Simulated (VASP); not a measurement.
# SiO2 (P6_422) in VASP: notebook, part 2 of 2

VASP 6.6.1.

## (4) Single point, r2SCAN

This run uses another cell than the first one, of 13.53 Å³/atom, 1.006 times its volume.

The input, POSCAR:

```
SiO2
1.0
    5.0090810639      0.0000000000      0.0000000000
   -2.5045405320      4.3379914510      0.0000000000
    0.0000000000      0.0000000000      5.6058285372
Si O
3 6
Direct
    0.0000000000      0.5000000000      0.3333333333
    0.5000000000      0.5000000000      0.6666666667
    0.5000000000      0.0000000000      0.0000000000
    0.5854110037      0.7927055019      0.8333333333
    0.7927055019      0.5854110037      0.5000000000
    0.7927055019      0.2072944981      0.1666666667
    0.4145889963      0.2072944981      0.8333333333
    0.2072944981      0.4145889963      0.5000000000
    0.2072944981      0.7927055019      0.1666666667
```

The input, INCAR.step1:

```
PREC     = Accurate       # precision mode
ENCUT    = 520            # plane-wave cutoff, eV
ISMEAR   = 0              # smearing method
SIGMA    = 0.02           # smearing width, eV
LREAL    = F              # projectors in reciprocal space
LASPH    = T              # aspherical terms in the spheres
NELM     = 80             # most SCF steps
NBANDS   = 34             # bands
GGA      = PE             # functional
ALGO     = Normal         # electronic algorithm
EDIFF    = 1E-4           # SCF threshold, eV
LWAVE    = T              # write WAVECAR
LCHARG   = F              # write CHGCAR
```

The input, INCAR.step2:

```
PREC     = Accurate       # precision mode
ENCUT    = 520            # plane-wave cutoff, eV
EDIFF    = 1E-6           # SCF threshold, eV
ISMEAR   = 0              # smearing method
SIGMA    = 0.02           # smearing width, eV
LREAL    = F              # projectors in reciprocal space
LASPH    = T              # aspherical terms in the spheres
NELM     = 80             # most SCF steps
ALGO     = Normal         # electronic algorithm
ISIF     = 2              # what is computed and relaxed
LWAVE    = F              # write WAVECAR
LCHARG   = F              # write CHGCAR
METAGGA  = R2SCAN         # meta-GGA
LMIXTAU  = T            
NBANDS   = 34             # bands
ISTART   = 1
```

The input, KPOINTS:

```
regular mesh
0
Gamma
  6 6 4
```

Potentials or basis: VASP PAW PBE potentials, release 64 (Si, O).

Launch:

```
> cat potpaw_PBE.64/Si/POTCAR potpaw_PBE.64/O/POTCAR > POTCAR
> cp INCAR.step1 INCAR
> mpirun -np 1 vasp_std > vasp.out
> cp INCAR.step2 INCAR
> mpirun -np 1 vasp_std > vasp.out
```

OUTCAR:

```text
PREC = Accurate
   ENCUT = 520
   EDIFF = 1E-6
   ISMEAR = 0
   LREAL = F
   LASPH = T
   NELM = 80
   ISIF = 2
   METAGGA = R2SCAN
   ISTART = 1

 ion  position               nearest neighbor table
   1  0.000  0.500  0.333-   6 1.61   9 1.61   8 1.61   5 1.61   3 3.12   3 3.12   2 3.12   2 3.12

   2  0.500  0.500  0.667-   4 1.61   7 1.61   5 1.61   8 1.61   3 3.12   3 3.12   1 3.12   1 3.12

   3  0.500  0.000  0.000-   4 1.61   7 1.61   6 1.61   9 1.61   1 3.12   1 3.12   2 3.12   2 3.12

   4  0.585  0.793  0.833-   3 1.61   2 1.61
   5  0.793  0.585  0.500-   1 1.61   2 1.61
   6  0.793  0.207  0.167-   1 1.61   3 1.61
   7  0.415  0.207  0.833-   3 1.61   2 1.61
   8  0.207  0.415  0.500-   1 1.61   2 1.61
   9  0.207  0.793  0.167-   1 1.61   3 1.61

  LATTYP: Found a hexagonal cell.
 ALAT       =     5.0090810639
 C/A-ratio  =     1.1191331236

  Lattice vectors:

 A1 = (   5.0090810639,   0.0000000000,   0.0000000000)
 A2 = (  -2.5045405320,   4.3379914510,   0.0000000000)
 A3 = (   0.0000000000,   0.0000000000,   5.6058285372)

[... 193 lines left out ...]

 k-point     1 :       0.0000    0.0000    0.0000
  band No.  band energies     occupation
      1     -20.3057      2.00000
      2     -18.8733      2.00000
      3     -18.8733      2.00000
      4     -18.2262      2.00000
      5     -18.2048      2.00000
      6     -18.2048      2.00000
[... 766 lines left out ...]
     33      12.5740      0.00000
     34      12.5807      0.00000

------------------------ aborting loop because EDIFF is reached ----------------------------------------

  FORCE on cell =-STRESS in cart. coord.  units (eV):
  Direction    XX          YY          ZZ          XY          YZ          ZX
  --------------------------------------------------------------------------------------
  -------------------------------------------------------------------------------------
  Total        1.2764501      1.2764501      0.1721161     -0.0000000      0.0000000      0.0000000
  in kB       16.7891166     16.7891166      2.2638394     -0.0000000      0.0000000      0.0000000
  external PRESSURE =      11.9473576 kB  Pullay stress =       0.0000000 kB

 VOLUME and BASIS-vectors are now :
 -----------------------------------------------------------------------------
  energy-cutoff  :      520.00
  volume of cell :      121.81
      direct lattice vectors                 reciprocal lattice vectors
     5.009081064  0.000000000  0.000000000     0.199637416  0.115260716  0.000000000
    -2.504540532  4.337991451  0.000000000     0.000000000  0.230521432  0.000000000
     0.000000000  0.000000000  5.605828537     0.000000000  0.000000000  0.178385763

 POSITION                                       TOTAL-FORCE (eV/Angst)
 -----------------------------------------------------------------------------------
     -1.25227      2.16900      1.86861         0.000000      0.000000      0.000000
      1.25227      2.16900      3.73722         0.000000      0.000000      0.000000
      2.50454      0.00000      0.00000         0.000000      0.000000     -0.000000
      0.94701      3.43875      4.67152        -0.009791     -0.005653      0.000000
      2.50454      2.53951      2.80291         0.000000     -0.011306     -0.000000
      3.45155      0.89924      0.93430        -0.009791      0.005653     -0.000000
      1.55753      0.89924      4.67152         0.009791      0.005653      0.000000
     -0.00000      1.79848      2.80291        -0.000000      0.011306     -0.000000
     -0.94701      3.43875      0.93430         0.009791     -0.005653     -0.000000
 -----------------------------------------------------------------------------------
    total drift:                                0.000000     -0.000000     -0.000001

  FREE ENERGIE OF THE ION-ELECTRON SYSTEM (eV)
  ---------------------------------------------------
  free  energy   TOTEN  =       -89.3417165238 eV

  energy  without entropy=      -89.3417165238  energy(sigma->0) =      -89.34171652
```

OUTCAR.step1:

```text
PREC = Accurate
   ENCUT = 520
   ISMEAR = 0
   LREAL = F
[... 1026 lines left out ...]
      3.45155      0.89924      0.93430         0.183986     -0.106224      0.000000
      1.55753      0.89924      4.67152        -0.183986     -0.106224      0.000000
     -0.00000      1.79848      2.80291         0.000000     -0.212449     -0.000000
     -0.94701      3.43875      0.93430        -0.183986      0.106224     -0.000000
 -----------------------------------------------------------------------------------
    total drift:                                0.000000     -0.000000     -0.000001

  FREE ENERGIE OF THE ION-ELECTRON SYSTEM (eV)
  ---------------------------------------------------
  free  energy   TOTEN  =       -71.0367355239 eV

  energy  without entropy=      -71.0367355239  energy(sigma->0) =      -71.03673552
```

Wall time 4.1 min (1 thread of Intel Xeon Platinum 8488C (Sapphire Rapids), shared host); peak memory 0.29 GiB.

Results:

| Property | Result |
| --- | --- |
| Free energy | -89.3417 eV |
| Pressure | 1.2 GPa |
| Largest force | 0.011 eV/Å |
| Band gap on the k mesh | 6.30 eV, indirect (least direct gap 6.44 eV) |

Forces on the atoms (eV/Å):
```
Si   0.000  0.000  0.000
Si   0.000  0.000  0.000
Si   0.000  0.000  0.000
O   -0.010 -0.006  0.000
O    0.000 -0.011  0.000
O   -0.010  0.006  0.000
O    0.010  0.006  0.000
O    0.000  0.011  0.000
O    0.010 -0.006  0.000
```

Caveat: the PAW data sets were made with another functional, which shifts forces and pressure a little. A k mesh can miss the band edges.

## (5) Single point, r2SCAN

This run uses another cell than the first one, of 13.65 Å³/atom, 1.014 times its volume.

The input, POSCAR:

```
SiO2
1.0
    5.0596778423      0.0000000000      0.0000000000
   -2.5298389212      4.3818095464      0.0000000000
    0.0000000000      0.0000000000      5.5410856278
Si O
3 6
Direct
    0.0000000000      0.5000000000      0.3333333333
    0.5000000000      0.5000000000      0.6666666667
    0.5000000000      0.0000000000      0.0000000000
    0.5834989526      0.7917494763      0.8333333333
    0.7917494763      0.5834989526      0.5000000000
    0.7917494763      0.2082505237      0.1666666667
    0.4165010474      0.2082505237      0.8333333333
    0.2082505237      0.4165010474      0.5000000000
    0.2082505237      0.7917494763      0.1666666667
```

The input, INCAR.step1:

```
SYSTEM = SiO2
PREC = Accurate ; ENCUT = 520
ISMEAR = 0 ; SIGMA = 0.02
LREAL = .FALSE. ; LASPH = .TRUE.
NELM = 60 ; NBANDS = 34
GGA = PE ; ALGO = Normal
EDIFF = 1E-4 ; LWAVE = .TRUE.
LCHARG = .FALSE.
```

The input, INCAR.step2:

```
SYSTEM = SiO2
PREC = Accurate ; ENCUT = 520
EDIFF = 1E-7 ; ISMEAR = 0
SIGMA = 0.02 ; LREAL = .FALSE.
LASPH = .TRUE. ; NELM = 60
ALGO = Normal ; ISIF = 2
LWAVE = .FALSE. ; LCHARG = .FALSE.
METAGGA = R2SCAN ; LMIXTAU = .TRUE.
NBANDS = 34 ; ISTART = 1
```

The input, KPOINTS:

```
Automatic mesh
0
G
  6 6 4
  0 0 0
```

Launch:

```
> cat potpaw_PBE.64/Si/POTCAR potpaw_PBE.64/O/POTCAR > POTCAR
> cp INCAR.step1 INCAR
> mpirun -np 1 vasp_std > vasp.out
> cp INCAR.step2 INCAR
> mpirun -np 1 vasp_std > vasp.out
```

Run time: 5.2 min. Hardware: 1 thread of Intel Xeon Platinum 8488C (Sapphire Rapids), shared host; peak memory 0.29 GiB.

Results (log left out):

- Free energy: -89.3559 eV
- Pressure: 0.1 GPa
- Largest force: 0.012 eV/Å
- Band gap on the k mesh: 6.30 eV, indirect (least direct gap 6.49 eV)

Forces on the atoms (eV/Å):
```
Si   0.000  0.000  0.000
Si   0.000  0.000  0.000
Si   0.000  0.000  0.000
O   -0.011 -0.006  0.000
O    0.000 -0.012  0.000
O   -0.011  0.006  0.000
O    0.011  0.006  0.000
O    0.000  0.012  0.000
O    0.011 -0.006  0.000
```

Levels at points of the mesh, in eV from the valence-band top:
```csv
k point,band 20,band 21,band 22,band 23,band 24,band 25,band 26,band 27,band 28,band 29
"(0.00, 0.00, 0.00)",-1.00,-1.00,-0.46,-0.46,-0.19,6.30,9.73,9.73,10.07,10.07
"(0.50, 0.00, 0.00)",-1.20,-1.17,-1.02,-0.35,0.00,8.41,9.27,10.39,10.53,10.56
"(0.00, 0.00, 0.50)",-1.84,-1.17,-0.29,0.00,0.00,8.17,8.17,9.24,10.74,10.74
"(0.50, 0.00, 0.50)",-1.33,-0.94,-0.73,-0.70,-0.34,9.51,9.90,10.00,10.15,10.41
```

Caveat: the PAW data sets were made with another functional, which shifts forces and pressure a little. A k mesh can miss the band edges.

## (6) Overview

```tsv
cell	gap on the mesh (eV)	pressure (GPa)	largest force (eV/Å)
a = 5.009, b = 5.009, c = 5.574 Å, angles 90.0, 90.0, 120.0°, 9 atoms	6.35	2.9	0.12
a = 5.009, b = 5.009, c = 5.606 Å, angles 90.0, 90.0, 120.0°, 9 atoms	6.30	1.2	0.01
a = 5.060, b = 5.060, c = 5.541 Å, angles 90.0, 90.0, 120.0°, 9 atoms	6.30	0.1	0.01
```

Alike in all rows: task single point; level r2SCAN; potentials or basis VASP PAW PBE potentials, release 64 (Si, O); no spin polarisation; k mesh 6 × 6 × 4; cutoff (eV) 520; smearing gaussian 0.02 eV.

Caveats: the PAW data sets were made with another functional, which shifts forces and pressure a little.

Total energies depend on the potentials used, so only differences within one code and one set of settings carry meaning.
